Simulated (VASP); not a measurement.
Write the native input for VASP 6.6.1 that does the following.

| Quantity | Value |
| --- | --- |
| Task | single point |
| Functional | PBE |
| Potentials or basis | VASP PAW PBE potentials, release 64 (Sb, S) |
| Cutoff | 520 eV |
| k mesh | 4 × 4 × 4 |
| Occupations | gaussian, width 0.1 eV |
| Spin | no spin polarisation |
| Dipole correction | no |
| Further INCAR settings | ALGO = Normal; EDIFF = 1e-07; NBANDS = 22 |

The structure of SbS4 lies in POSCAR:

```
SbS4
1.0
   -3.1030585200      3.1030585200      3.1030585200
    3.1030585200     -3.1030585200      3.1030585200
    3.1030585200      3.1030585200     -3.1030585200
Sb S
1 4
Direct
    0.0000000000      0.0000000000      0.0000000000
    0.5000000000      0.5000000000      0.5000000000
    0.0000000000      0.0000000000      0.5000000000
    0.0000000000      0.5000000000      0.0000000000
    0.5000000000      0.0000000000      0.0000000000
```

These files were run (other wordings do the same):

INCAR

```
PREC = Accurate ; ENCUT = 520
EDIFF = 1E-7 ; ISMEAR = 0
SIGMA = 0.1 ; LREAL = F
LASPH = T ; NELM = 80
ALGO = Normal ; ISIF = 2
LWAVE = F ; LCHARG = F
GGA = PE ; NBANDS = 22
```

KPOINTS

```
regular mesh
0
Gamma
  4 4 4
```

Potentials or basis: VASP PAW PBE potentials, release 64 (Sb, S).

Command:

```bash
$ cat potpaw_PBE.64/Sb/POTCAR potpaw_PBE.64/S/POTCAR > POTCAR
$ mpirun -np 1 vasp_std > vasp.out
```

It gave:

The pressure is -0.8 GPa.

Wall time 17 s on 1 thread of Intel(R) Xeon(R) Platinum 8488C (Sapphire Rapids), on a shared host, peak memory 0.24 GiB.
